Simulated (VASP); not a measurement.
Runs of VASP 6.6.1 on CdF2. The structure is cubic, space group Fm-3m (No. 225). Conventional cell: a = 5.388 Å, b = 5.388 Å, c = 5.388 Å, α = 90.00°, β = 90.00°, γ = 90.00°. Within 3.1 Å of Cd (site symmetry m-3m) lie 8 F at 2.33 Å. Within 3.1 Å of F (site symmetry -43m) lie 4 Cd at 2.33 Å and 6 F at 2.69 Å. 

```tsv
level	smearing	gap on the mesh (eV)	pressure (GPa)
PBE	gaussian 0.01 eV	3.09	6.2
PBE	gaussian 0.2 eV	3.09	6.2
PBEsol	gaussian 0.01 eV	(a)	0.5
PBE	fermi-dirac 0.2 eV	3.09	6.2
```

Alike in all rows: task single point; potentials or basis VASP PAW PBE potentials, release 64 (Cd, F); no spin polarisation; cell as given; k mesh 6 × 6 × 6; cutoff (eV) 520.

Estimate the missing entries.

(a) 2.92.

Caveats: the cell stands under pressure (at least some runs); the PAW data sets were made with another functional, which shifts forces and pressure a little (at least some runs).

A k mesh can miss the band edges, and the runs leave out spin-orbit coupling on Cd.
